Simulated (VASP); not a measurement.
# W3C in VASP: further runs

The runs below take W3C through single point, with PBE.

All numbers are computed with VASP 6.6.1; they aren't measurements. Logs are shortened: lines on timing, memory, paths and dates and some standing lists are left out, and cuts for length are marked.

**1. The cell of the first run**

The cell holds a slab with vacuum, 4 atoms: a = 2.855 Å, b = 2.855 Å, c = 21.697 Å, α = 90.00°, β = 90.00°, γ = 120.00°.

**2. Single point, PBE**

INCAR reads:

```
PREC = Accurate
ENCUT = 520
EDIFF = 1E-6
ISMEAR = 0
SIGMA = 0.1
LREAL = False
LASPH = True
NELM = 80
ALGO = Normal
ISIF = 2
LWAVE = False
LCHARG = False
LDIPOL = True
IDIPOL = 3
DIPOL = 0.5 0.5 0.349
GGA = PE
NBANDS = 31
```

KPOINTS reads:

```
regular mesh
0
Gamma
  9 9 1
```

POSCAR reads:

```
W3C
1.0
    2.8545944806      0.0000000000      0.0000000000
   -1.4272972403      2.4721513377      0.0000000000
    0.0000000000      0.0000000000     21.6971108210
W C
3 1
Direct
    0.6666666667      0.3333333333      0.1843563428
    0.3333333333      0.6666666667      0.2926027619
    0.0000000000      0.0000000000      0.4008418859
    0.7777777778     -0.7777777778      0.5174472728
```

Potentials or basis: VASP PAW PBE potentials, release 64 (W_sv, C).

Launch:

```sh
$ cat potpaw_PBE.64/W_sv/POTCAR potpaw_PBE.64/C/POTCAR > POTCAR
$ mpirun -np 1 vasp_std > vasp.out
```

OUTCAR:

```text
PREC = Accurate
   ENCUT = 520
   EDIFF = 1E-6
   ISMEAR = 0
   LREAL = False
   LASPH = True
   NELM = 80
   ISIF = 2
   GGA = PE

 ion  position               nearest neighbor table
   1  0.667  0.333  0.184-   2 2.87   2 2.87   2 2.87
   2  0.333  0.667  0.293-   3 2.87   3 2.87   3 2.87   1 2.87   1 2.87   1 2.87
   3  0.000  0.000  0.401-   4 2.76   2 2.87   2 2.87   2 2.87
   4  0.778  0.222  0.517-   3 2.76

  LATTYP: Found a hexagonal cell.
 ALAT       =     2.8545944806
 C/A-ratio  =     7.6007681541

  Lattice vectors:

 A1 = (   2.8545944806,   0.0000000000,   0.0000000000)
 A2 = (  -1.4272972403,   2.4721513377,   0.0000000000)
 A3 = (   0.0000000000,   0.0000000000,  21.6971108210)

Analysis of symmetry for initial positions (statically):
=====================================================================
 Subroutine PRICEL returns:
 Original cell was already a primitive cell.

 Routine SETGRP: Setting up the symmetry group for a
 hexagonal supercell.

 Subroutine GETGRP returns: Found  2 space group operations
 (whereof  2 operations were pure point group operations)
 out of a pool of 24 trial point group operations.

The static configuration has the point symmetry C_1h.

Analysis of symmetry for dynamics (positions and initial velocities):
=====================================================================
 Subroutine PRICEL returns:
 Original cell was already a primitive cell.

 Routine SETGRP: Setting up the symmetry group for a
 hexagonal supercell.

 Subroutine GETGRP returns: Found  2 space group operations
 (whereof  2 operations were pure point group operations)
 out of a pool of 24 trial point group operations.

The dynamic configuration has the point symmetry C_1h.

 Subroutine INISYM returns: Found  2 space group operations
 (whereof  2 operations are pure point group operations),
 and found     1 'primitive' translations

----------------------------------------------------------------------------------------

                                     Primitive cell

  volume of cell :     153.1163

  direct lattice vectors                    reciprocal lattice vectors
     2.854594481  0.000000000  0.000000000     0.350312455  0.202252990  0.000000000
    -1.427297240  2.472151338  0.000000000     0.000000000  0.404505980  0.000000000
     0.000000000  0.000000000 21.697110821     0.000000000  0.000000000  0.046089086

  length of vectors
     2.854594481  2.854594481 21.697110821     0.404505980  0.404505980  0.046089086

  position of ions in fractional coordinates (direct lattice)
     0.666666667  0.333333333  0.184356343
     0.333333333  0.666666667  0.292602762
     0.000000000  0.000000000  0.400841886
     0.777777778  0.222222222  0.517447273

  ion indices of the primitive-cell ions
   primitive index   ion index
                 1           1
                 2           2
                 3           3
                 4           4

----------------------------------------------------------------------------------------

 KPOINTS: regular mesh

Automatic generation of k-mesh.
 Grid dimensions read from file:
 generate k-points for:    9    9    1

 Generating k-lattice:

  Cartesian coordinates                     Fractional coordinates (reciprocal lattice)
     0.038923606  0.022472554  0.000000000     0.111111111  0.000000000  0.000000000
     0.000000000  0.044945109  0.000000000     0.000000000  0.111111111  0.000000000
     0.000000000  0.000000000  0.046089086     0.000000000  0.000000000  1.000000000

  Length of vectors
     0.044945109  0.044945109  0.046089086

  Shift w.r.t. Gamma in fractional coordinates (k-lattice)
     0.000000000  0.000000000  0.000000000

 Subroutine IBZKPT returns following result:
 ===========================================

 Found     25 irreducible k-points:

 Following reciprocal coordinates:
            Coordinates               Weight
  0.000000  0.000000  0.000000      1.000000
  0.111111  0.000000  0.000000      4.000000
 -0.111111  0.111111  0.000000      2.000000
  0.222222  0.000000  0.000000      4.000000
 -0.222222  0.222222  0.000000      2.000000
  0.333333  0.000000  0.000000      4.000000
[... 16 lines left out ...]
 -0.222222 -0.444444  0.000000      4.000000
  0.444444  0.333333  0.000000      4.000000
   k-points           NKPTS =     25   k-points in BZ     NKDIM =     25   number of bands    NBANDS=     31
   number of dos      NEDOS =    301   number of ions     NIONS =      4
   total plane-waves  NPLWV =  93312
   dimension x,y,z NGX =    24 NGY =   24 NGZ =  162
   dimension x,y,z NGXF=    48 NGYF=   48 NGZF=  324
   ions per type =               3   1
   NGX,Y,Z   is equivalent  to a cutoff of  13.98, 13.98, 12.41 a.u.
   NGXF,Y,Z  is equivalent  to a cutoff of  27.95, 27.95, 24.83 a.u.
 SYSTEM =  unknown system
   PREC   = accura    normal or accurate (medium, high low for compatibility)
   ISTART =      0    job   : 0-new  1-cont  2-samecut
   ICHARG =      2    charge: 1-file 2-atom 10-const
   ISPIN  =      1    spin polarized calculation?
   LNONCOLLINEAR =      F non collinear calculations
   LSORBIT =      F    spin-orbit coupling
   LASPH  =      T    aspherical Exc in radial PAW
   ENCUT  =  520.0 eV  38.22 Ry    6.18 a.u.   5.31  5.31 40.34*2*pi/ulx,y,z
   NELM   =     80;   NELMIN=  2; NELMDL= -5     # of ELM steps
   EDIFF  = 0.1E-05   stopping-criterion for ELM
   LREAL  =      F    real-space projection
   EDIFFG = 0.1E-04   stopping-criterion for IOM
   NSW    =      0    number of steps for IOM
   IBRION =     -1    ionic relax: 0-MD 1-quasi-New 2-CG
   NFREE  =      0    steps in history (QN), initial steepest desc. (CG)
   ISIF   =      2    stress and relaxation
   ISYM   =      2    0-nonsym 1-usesym 2-fastsym
   POTIM  = 0.5000    time-step for ionic-motion
   TEBEG  =    0.0;   TEEND  =   0.0 temperature during run
   PSTRESS=    0.0 pullay stress
   NELECT =      46.0000    total number of electrons
   NUPDOWN=      -1.0000    fix difference up-down
   EMIN   =  10.00;   EMAX   =-10.00  energy-range for DOS
   EFERMI =   0.00;   METHOD = LEGACY
   ISMEAR =     0;   SIGMA  =   0.10  broadening in eV -4-tet -1-fermi 0-gaus
   EFERMI_NEDOS =   21; number of points for ismear=-14 and -15
   IALGO  =     38    algorithm
   IMIX   =      4    mixing-type and parameters
     AMIX     =   0.40;   BMIX     =  1.00
     AMIX_MAG =   1.60;   BMIX_MAG =  1.00
  volume/ion in A,a.u.               =      38.28       258.32
  Fermi-wavevector in a.u.,A,eV,Ry     =   1.096445  2.071981 16.356820  1.202192
  Thomas-Fermi vector in A             =   2.232787
   LORBIT       =      0    0 simple, 1 ext, 2 COOP (PROOUT), +10 PAW based schemes
   GGA     = PE    functional components
   LHFCALC =     F    Hartree Fock is set to
   AEXX    =    0.0000 exact exchange contribution
   IVDW    =     0    specifies the selected vdW correction
   LEPSILON=     F    determine dielectric tensor
   LRPA    =     F    only Hartree local field effects (RPA)
 non-spin polarized calculation
 Gauss-broadening in eV      SIGMA  =   0.10
  energy-cutoff  :      520.00
  volume of cell :      153.12
 maximum number of plane-waves:      4147
 NGX is ok and might be reduce to    24
   NGX = 11   NGY = 11   NGZ = 81

 dipolmoment           0.000000      0.000000     -0.026097 electrons x Angstroem

 number of electron      45.9999996 magnetization

 dipolmoment           0.000000      0.000000      0.059999 electrons x Angstroem

 Free energy of the ion-electron system (eV)
  ---------------------------------------------------
  ext. energy  EPLUGINS =         0.00000000
  ---------------------------------------------------
  free energy    TOTEN  =       -39.28452952 eV

  energy without entropy =      -39.25569974  energy(sigma->0) =      -39.27011463

 E-fermi :   0.1291     XC(G=0):  -6.1326

 val. band max:        0.1188154869   @ k =   0.1111   0.1111   0.0000
 cond. band min:       0.1515640682   @ k =  -0.1111   0.4444   0.0000
 fundamental gap:      0.0327485812
 Fermi energy:         0.1291430526

 k-point     1 :       0.0000    0.0000    0.0000
  band No.  band energies     occupation
      1     -73.8205      2.00000
      2     -73.5893      2.00000
      3     -73.5406      2.00000
      4     -38.3063      2.00000
      5     -37.9829      2.00000
      6     -37.5206      2.00000
[... 23 lines left out ...]
     30       2.9585      0.00000
     31       3.4647      0.00000

 k-point     2 :       0.1111    0.0000    0.0000
  band No.  band energies     occupation
      1     -73.8123      2.00000
      2     -73.5801      2.00000
      3     -73.5340      2.00000
      4     -38.2766      2.00000
      5     -37.9776      2.00000
      6     -37.6301      2.00000
[... 23 lines left out ...]
     30       2.9949      0.00000
     31       3.0637      0.00000

 k-point     3 :      -0.1111    0.1111    0.0000
  band No.  band energies     occupation
      1     -73.8123      2.00000
      2     -73.5801      2.00000
      3     -73.5340      2.00000
      4     -38.2766      2.00000
      5     -37.9776      2.00000
      6     -37.6154      2.00000
[... 23 lines left out ...]
     30       2.9809      0.00000
     31       3.0184      0.00000

 k-point     4 :       0.2222    0.0000    0.0000
  band No.  band energies     occupation
      1     -73.7914      2.00000
      2     -73.5564      2.00000
      3     -73.5176      2.00000
      4     -38.2042      2.00000
      5     -37.9937      2.00000
      6     -37.8695      2.00000
[... 23 lines left out ...]
     30       2.8875      0.00000
     31       3.0674      0.00000

 k-point     5 :      -0.2222    0.2222    0.0000
  band No.  band energies     occupation
      1     -73.7915      2.00000
      2     -73.5564      2.00000
      3     -73.5176      2.00000
      4     -38.2045      2.00000
      5     -37.9910      2.00000
      6     -37.8581      2.00000
[... 23 lines left out ...]
     30       2.8502      0.00000
     31       3.2001      0.00000
[... 542 lines left out ...]
     30       3.9902      0.00000
     31       4.7400      0.00000

 k-point    22 :       0.3333    0.2222    0.0000
  band No.  band energies     occupation
      1     -73.7452      2.00000
      2     -73.4981      2.00000
      3     -73.4868      2.00000
      4     -38.2730      2.00000
      5     -38.1712      2.00000
      6     -38.0193      2.00000
[... 23 lines left out ...]
     30       3.8972      0.00000
     31       4.8026      0.00000

 k-point    23 :      -0.2222   -0.4444    0.0000
  band No.  band energies     occupation
      1     -73.7452      2.00000
      2     -73.4981      2.00000
      3     -73.4868      2.00000
      4     -38.2673      2.00000
      5     -38.1716      2.00000
      6     -38.0203      2.00000
[... 23 lines left out ...]
     30       3.9513      0.00000
     31       4.7449      0.00000

 k-point    24 :       0.4444    0.3333    0.0000
  band No.  band energies     occupation
      1     -73.7452      2.00000
      2     -73.4981      2.00000
      3     -73.4868      2.00000
      4     -38.2564      2.00000
      5     -38.1782      2.00000
      6     -38.0172      2.00000
[... 23 lines left out ...]
     30       3.8914      0.00000
     31       4.6835      0.00000

 [... further k-points ...]

------------------------ aborting loop because EDIFF is reached ----------------------------------------

 vacuum level on the upper side and lower side of the slab       (xc-potential included)         0.577        -0.979

  FORCE on cell =-STRESS in cart. coord.  units (eV):
  Direction    XX          YY          ZZ          XY          YZ          ZX
  --------------------------------------------------------------------------------------
  -------------------------------------------------------------------------------------
  Total       -8.6142372     -8.5947457     -5.6006518      0.0168801     -0.1828023      0.3166227
  in kB      -90.1376074    -89.9336522    -58.6040690      0.1766304     -1.9128057      3.3130750
  external PRESSURE =     -79.5584429 kB  Pullay stress =       0.0000000 kB

 VOLUME and BASIS-vectors are now :
 -----------------------------------------------------------------------------
  energy-cutoff  :      520.00
  volume of cell :      153.12
      direct lattice vectors                 reciprocal lattice vectors
     2.854594481  0.000000000  0.000000000     0.350312455  0.202252990  0.000000000
    -1.427297240  2.472151338  0.000000000     0.000000000  0.404505980  0.000000000
     0.000000000  0.000000000 21.697110821     0.000000000  0.000000000  0.046089086

 POSITION                                       TOTAL-FORCE (eV/Angst)
 -----------------------------------------------------------------------------------
      1.42730      0.82405      4.00000        -0.029049      0.016772     -0.063871
     -0.00000      1.64810      6.34863        -0.003323      0.001918     -0.168865
      0.00000      0.00000      8.69711        -0.035752      0.020642      2.708019
      1.90306      0.54937     11.22711         0.068124     -0.039331     -2.475283
 -----------------------------------------------------------------------------------
    total drift:                               -0.000027      0.000016     -0.000845

  FREE ENERGIE OF THE ION-ELECTRON SYSTEM (eV)
  ---------------------------------------------------
  free  energy   TOTEN  =       -39.2845295225 eV

  energy  without entropy=      -39.2556997379  energy(sigma->0) =      -39.27011463

 vacuum level on the upper side and lower side of the slab         6.541         4.962
```

It took 3.2 min on 1 thread of Intel Xeon Platinum 8375C at 2.90GHz (Ice Lake), shared host; peak memory 0.34 GiB.

Results:

```yaml
Free_energy: -39.2845 eV
Largest_force: 2.708 eV/Å
Band_gap_on_the_k_mesh: zero (bands 23 and 24 overlap by 0.94 eV)
```

Forces in eV/Å, atoms in the order of the input:
```
W   -0.029  0.017 -0.064
W   -0.003  0.002 -0.169
W   -0.036  0.021  2.708
C    0.068 -0.039 -2.475
```

Levels at points of the mesh, in eV from the Fermi level:
| k point | band 21 | band 22 | band 23 | band 24 | band 25 | band 26 |
| --- | --- | --- | --- | --- | --- | --- |
| (0.00, 0.00, 0.00) | -0.51 | -0.22 | -0.22 | 0.06 | 0.06 | 0.22 |

Caveat: spin-orbit coupling is left out, which moves the levels of the heavy elements.

**3. Single point, PBE**

INCAR reads:

```
PREC = Accurate ; ENCUT = 520
EDIFF = 1E-6 ; ISMEAR = 0
SIGMA = 0.1 ; LREAL = F
LASPH = T ; NELM = 60
ALGO = Normal ; ISIF = 2
LWAVE = F ; LCHARG = T
LDIPOL = T ; IDIPOL = 3
DIPOL = 0.5 0.5 0.359 ; GGA = PE
LELF = T ; LVHAR = T
LVACPOTAV = T ; NBANDS = 31
```

KPOINTS is that of step 2.

POSCAR, as its differences from that of step 2:

```diff
@@ -11,2 +11,2 @@
     0.0000000000      0.0000000000      0.4008418859
-    0.7777777778     -0.7777777778      0.5174472728
+    0.7777777778     -0.7777777778      0.5589274499
```

Potentials or basis: VASP PAW PBE potentials, release 64 (W_sv, C).

Launch:

```sh
$ cat potpaw_PBE.64/W_sv/POTCAR potpaw_PBE.64/C/POTCAR > POTCAR
$ mpirun -np 1 vasp_std > vasp.out
```

Run time: 3.7 min. Hardware: 1 thread of Intel Xeon Platinum 8375C at 2.90GHz (Ice Lake), shared host; peak memory 0.34 GiB.

The run converged. Its results:

```yaml
Free_energy: -37.9113 eV
Largest_force: 0.787 eV/Å
Band_gap_on_the_k_mesh: zero (bands 23 and 24 overlap by 1.03 eV)
```

Forces in eV/Å, atoms in the order of the input:
```
W   -0.003  0.002 -0.026
W    0.010 -0.006  0.063
W    0.015 -0.009  0.750
C   -0.022  0.013 -0.787
```

Levels at points of the mesh, in eV from the Fermi level:
| k point | band 21 | band 22 | band 23 | band 24 | band 25 | band 26 |
| --- | --- | --- | --- | --- | --- | --- |
| (0.00, 0.00, 0.00) | -0.51 | -0.17 | -0.17 | 0.08 | 0.08 | 0.11 |

Caveat: spin-orbit coupling is left out, which moves the levels of the heavy elements.
